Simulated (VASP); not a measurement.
# Co (Pm-3m) in VASP: a series of runs, part 2 of 2

VASP 6.6.1. The steps go on from the part before.

### 3 Single point, PBEsol, collinear spin, ferromagnetic start (volume scaled by 0.92)

File INCAR:

```
SYSTEM = Co
PREC     = Accurate       ! precision mode
ENCUT    = 520            ! plane-wave cutoff, eV
EDIFF    = 1E-7           ! SCF threshold, eV
ISMEAR   = -1             ! smearing method
SIGMA    = 0.05           ! smearing width, eV
LREAL    = .False.        ! projectors in reciprocal space
LASPH    = .True.         ! aspherical terms in the spheres
NELM     = 150            ! most SCF steps
ALGO     = Normal         ! electronic algorithm
ISIF     = 2              ! what is computed and relaxed
LWAVE    = .False.        ! write WAVECAR
LCHARG   = .False.        ! write CHGCAR
ISPIN    = 2              ! spin polarisation
MAGMOM   = 1.754          ! initial moments
LORBIT   = 11             ! projections on sites
LMAXMIX  = 4              ! l up to which the mixer works
GGA      = PS             ! functional
NBANDS   = 14             ! bands
```

File KPOINTS:

```
regular mesh
0
Gamma
  15 15 15
  0 0 0
```

File POSCAR:

```
Co
1.0
    2.2326624065      0.0000000000      0.0000000000
    0.0000000000      2.2326624065      0.0000000000
    0.0000000000      0.0000000000      2.2326624065
Co
1
Direct
    0.0000000000      0.0000000000      0.0000000000
```

Potentials or basis: VASP PAW PBE potentials, release 64 (Co).

Command:

```bash
$ cat potpaw_PBE.64/Co/POTCAR > POTCAR
$ mpirun -np 1 vasp_std > vasp.out
```

OUTCAR:

```text
SYSTEM = Co
   PREC = Accurate
   ENCUT = 520
   EDIFF = 1E-7
   ISMEAR = -1
   LREAL = .False.
   LASPH = .True.
   NELM = 150
   ISIF = 2
   ISPIN = 2
   LORBIT = 11
   GGA = PS

 ion  position               nearest neighbor table
   1  0.000  0.000  0.000-

  LATTYP: Found a simple cubic cell.
 ALAT       =     2.2326624065

  Lattice vectors:

 A1 = (   2.2326624065,   0.0000000000,   0.0000000000)
 A2 = (   0.0000000000,   2.2326624065,   0.0000000000)
 A3 = (   0.0000000000,   0.0000000000,   2.2326624065)

Analysis of symmetry for initial positions (statically):
=====================================================================
 Subroutine PRICEL returns:
 Original cell was already a primitive cell.

 Routine SETGRP: Setting up the symmetry group for a
 simple cubic supercell.

 Subroutine GETGRP returns: Found 48 space group operations
 (whereof 48 operations were pure point group operations)
 out of a pool of 48 trial point group operations.

The static configuration has the point symmetry O_h .

Analysis of symmetry for dynamics (positions and initial velocities):
=====================================================================
 Subroutine PRICEL returns:
 Original cell was already a primitive cell.

 Routine SETGRP: Setting up the symmetry group for a
 simple cubic supercell.

 Subroutine GETGRP returns: Found 48 space group operations
 (whereof 48 operations were pure point group operations)
 out of a pool of 48 trial point group operations.

The dynamic configuration has the point symmetry O_h .

Analysis of structural, dynamic, and magnetic symmetry:
=====================================================================
 Subroutine PRICEL returns:
 Original cell was already a primitive cell.

 Routine SETGRP: Setting up the symmetry group for a
 simple cubic supercell.

 Subroutine GETGRP returns: Found 48 space group operations
 (whereof 48 operations were pure point group operations)
 out of a pool of 48 trial point group operations.

The overall configuration has the point symmetry O_h .

 Subroutine INISYM returns: Found 48 space group operations
 (whereof 48 operations are pure point group operations),
 and found     1 'primitive' translations

----------------------------------------------------------------------------------------

                                     Primitive cell

  volume of cell :      11.1293

  direct lattice vectors                    reciprocal lattice vectors
     2.232662406  0.000000000  0.000000000     0.447895749  0.000000000  0.000000000
     0.000000000  2.232662406  0.000000000     0.000000000  0.447895749  0.000000000
     0.000000000  0.000000000  2.232662406     0.000000000  0.000000000  0.447895749

  length of vectors
     2.232662406  2.232662406  2.232662406     0.447895749  0.447895749  0.447895749

  position of ions in fractional coordinates (direct lattice)
     0.000000000  0.000000000  0.000000000

  ion indices of the primitive-cell ions
   primitive index   ion index
                 1           1

----------------------------------------------------------------------------------------

 KPOINTS: regular mesh

Automatic generation of k-mesh.
 Grid dimensions read from file:
 generate k-points for:   15   15   15

 Generating k-lattice:
[... 64 lines left out ...]
   EDIFFG = 0.1E-05   stopping-criterion for IOM
   NSW    =      0    number of steps for IOM
   IBRION =     -1    ionic relax: 0-MD 1-quasi-New 2-CG
   NFREE  =      0    steps in history (QN), initial steepest desc. (CG)
   ISIF   =      2    stress and relaxation
   ISYM   =      2    0-nonsym 1-usesym 2-fastsym
   POTIM  = 0.5000    time-step for ionic-motion
   TEBEG  =    0.0;   TEEND  =   0.0 temperature during run
   PSTRESS=    0.0 pullay stress
   NELECT =       9.0000    total number of electrons
   NUPDOWN=      -1.0000    fix difference up-down
   EMIN   =  10.00;   EMAX   =-10.00  energy-range for DOS
   EFERMI =   0.00;   METHOD = LEGACY
   ISMEAR =    -1;   SIGMA  =   0.05  broadening in eV -4-tet -1-fermi 0-gaus
   EFERMI_NEDOS =   21; number of points for ismear=-14 and -15
   IALGO  =     38    algorithm
   IMIX   =      4    mixing-type and parameters
     AMIX     =   0.40;   BMIX     =  1.00
     AMIX_MAG =   1.60;   BMIX_MAG =  1.00
  volume/ion in A,a.u.               =      11.13        75.10
  Fermi-wavevector in a.u.,A,eV,Ry     =   1.525220  2.882249 31.651196  2.326297
  Thomas-Fermi vector in A             =   2.633420
   LORBIT       =     11    0 simple, 1 ext, 2 COOP (PROOUT), +10 PAW based schemes
   GGA     = PS    functional components
   LHFCALC =     F    Hartree Fock is set to
   AEXX    =    0.0000 exact exchange contribution
   IVDW    =     0    specifies the selected vdW correction
   LEPSILON=     F    determine dielectric tensor
   LRPA    =     F    only Hartree local field effects (RPA)
 spin polarized calculation
  energy-cutoff  :      520.00
  volume of cell :       11.13
 maximum number of plane-waves:       308
 NGX is ok and might be reduce to    18
   NGX =  9   NGY =  9   NGZ =  9

 number of electron       8.9999990 magnetization       1.5378102

 Free energy of the ion-electron system (eV)
  ---------------------------------------------------
  ext. energy  EPLUGINS =         0.00000000
  ---------------------------------------------------
  free energy    TOTEN  =        -6.85946361 eV

  energy without entropy =       -6.84763108  energy(sigma->0) =       -6.85354734

 E-fermi :  10.0036     XC(G=0): -13.3326

 val. band max:        9.9862903215   @ k =   0.4667   0.3333   0.0000
 cond. band min:      10.0190832299   @ k =   0.2667   0.1333   0.1333
 fundamental gap:      0.0327929084
 Fermi energy:        10.0035536021

 spin component 1

 k-point     1 :       0.0000    0.0000    0.0000
  band No.  band energies     occupation
      1       0.9786      1.00000
      2       5.2668      1.00000
      3       5.2668      1.00000
      4       9.3500      1.00000
      5       9.3500      1.00000
      6       9.3500      1.00000
      7      30.6626      0.00000
      8      30.6626      0.00000
      9      30.6626      0.00000
     10      34.9397      0.00000
     11      34.9397      0.00000
     12      39.7601      0.00000
     13      46.9921      0.00000
     14      52.9541      0.00000
[... 379 lines left out ...]
      3       7.0366      1.00000
      4       8.3590      1.00000
      5       8.8676      1.00000
      6       8.9815      1.00000
      7      18.8019      0.00000
      8      26.6813      0.00000
      9      35.6886      0.00000
     10      36.7601      0.00000
     11      37.3343      0.00000
     12      45.5569      0.00000
     13      46.5889      0.00000
     14      46.8212      0.00000

 [... further k-points ...]

 spin component 2

 k-point     1 :       0.0000    0.0000    0.0000
  band No.  band energies     occupation
      1       1.1654      1.00000
      2       6.3526      1.00000
      3       6.3526      1.00000
      4      11.2777      0.00000
      5      11.2777      0.00000
      6      11.2777      0.00000
      7      31.0108      0.00000
      8      31.0108      0.00000
      9      31.0108      0.00000
     10      35.2915      0.00000
     11      35.2915      0.00000
     12      39.9308      0.00000
     13      50.2735      0.00000
     14      53.2450      0.00000
[... 379 lines left out ...]
      3       8.1735      1.00000
      4      10.1778      0.02972
      5      10.1896      0.02364
      6      10.8692      0.00000
      7      19.3828      0.00000
      8      27.1154      0.00000
      9      36.0144      0.00000
     10      37.2061      0.00000
     11      37.5548      0.00000
     12      45.9425      0.00000
     13      47.2404      0.00000
     14      48.5072      0.00000

 [... further k-points ...]
[... 5 lines left out ...]
  --------------------------------------------------------------------------------------
  -------------------------------------------------------------------------------------
  Total        0.9392629      0.9392629      0.9392629      0.0000000     -0.0000000      0.0000000
  in kB      135.2161510    135.2161510    135.2161510      0.0000000     -0.0000000      0.0000000
  external PRESSURE =     135.2161510 kB  Pullay stress =       0.0000000 kB

 VOLUME and BASIS-vectors are now :
 -----------------------------------------------------------------------------
  energy-cutoff  :      520.00
  volume of cell :       11.13
      direct lattice vectors                 reciprocal lattice vectors
     2.232662406  0.000000000  0.000000000     0.447895749  0.000000000  0.000000000
     0.000000000  2.232662406  0.000000000     0.000000000  0.447895749  0.000000000
     0.000000000  0.000000000  2.232662406     0.000000000  0.000000000  0.447895749

 POSITION                                       TOTAL-FORCE (eV/Angst)
 -----------------------------------------------------------------------------------
      0.00000      0.00000      0.00000         0.000000      0.000000      0.000000
 -----------------------------------------------------------------------------------
    total drift:                                0.000000      0.000000      0.000000

  FREE ENERGIE OF THE ION-ELECTRON SYSTEM (eV)
  ---------------------------------------------------
  free  energy   TOTEN  =        -6.8594636078 eV

  energy  without entropy=       -6.8476310795  energy(sigma->0) =       -6.85354734

 total charge

# of ion       s       p       d       tot
------------------------------------------
    1        0.543   0.497   7.377   8.418

 magnetization (x)

# of ion       s       p       d       tot
------------------------------------------
    1        0.006  -0.003   1.529   1.533
```

Run time: 44 s. Hardware: 1 thread of Intel Xeon 8259CL, shared host; peak memory 0.14 GiB.

What came out:

* Free energy: -6.8595 eV
* Pressure: 13.5 GPa
* Net moment: 1.54 μB per cell
* Site moments: Co +1.53 μB
* Valence electrons inside the program's atomic spheres: Co 8.42

Caveat: the PAW data sets were made with another functional, which shifts forces and pressure a little.

### 4 Single point, PBEsol, collinear spin, ferromagnetic start (volume scaled by 0.96)

File INCAR:

```
PREC = Accurate ; ENCUT = 520
EDIFF = 1E-7 ; ISMEAR = -1
SIGMA = 0.05 ; LREAL = F
LASPH = T ; NELM = 150
ALGO = Normal ; ISIF = 2
LWAVE = F ; LCHARG = T
ISPIN = 2 ; MAGMOM = 1.754
LORBIT = 11 ; LMAXMIX = 4
GGA = PS ; LELF = T
LVHAR = T ; NBANDS = 14
```

File KPOINTS:

```
Automatic mesh
0
Gamma
  15 15 15
```

File POSCAR:

```
Co
1.0
    2.2645618935      0.0000000000      0.0000000000
    0.0000000000      2.2645618935      0.0000000000
    0.0000000000      0.0000000000      2.2645618935
Co
1
Direct
    0.0000000000      0.0000000000      0.0000000000
```

Command:

```bash
$ cat potpaw_PBE.64/Co/POTCAR > POTCAR
$ mpirun -np 1 vasp_std > vasp.out
```

Wall time 49 s (1 thread of Intel Xeon 8259CL, shared host); peak memory 0.14 GiB.

It converged, with:

* Free energy: -6.8879 eV
* Pressure: 5.7 GPa
* Net moment: 1.67 μB per cell
* Site moments: Co +1.66 μB
* Valence electrons inside the program's atomic spheres: Co 8.33

Levels at points of the mesh, in eV from the Fermi level:
Spin up:
| k point | band 2 | band 3 | band 4 | band 5 | band 6 | band 7 | band 8 | band 9 |
| --- | --- | --- | --- | --- | --- | --- | --- | --- |
| (0.00, 0.00, 0.00) | -4.60 | -4.60 | -0.80 | -0.80 | -0.80 | 20.09 | 20.09 | 20.09 |
Spin down:
```tsv
k point	band 1	band 2	band 3	band 4	band 5	band 6	band 7	band 8	band 9
(0.00, 0.00, 0.00)	-8.58	-3.40	-3.40	1.26	1.26	1.26	20.46	20.46	20.46
```

Caveat: the PAW data sets were made with another functional, which shifts forces and pressure a little.

### 5 The runs side by side

| cell | gap on the mesh (eV) | pressure (GPa) | moment (μB) |
| --- | --- | --- | --- |
| a = 2.200 Å, 1 atom | none | 24.2 | 1.44 |
| a = 2.233 Å, 1 atom | none | 13.5 | 1.54 |
| a = 2.265 Å, 1 atom | none | 5.7 | 1.67 |

Alike in all rows: task single point; level PBEsol; potentials or basis VASP PAW PBE potentials, release 64 (Co); spin collinear, ferromagnetic start; k mesh 15 × 15 × 15; cutoff (eV) 520; smearing fermi-dirac 0.05 eV.

Caveats: the PAW data sets were made with another functional, which shifts forces and pressure a little.

Absolute energies hang on the potentials; compare differences alone.
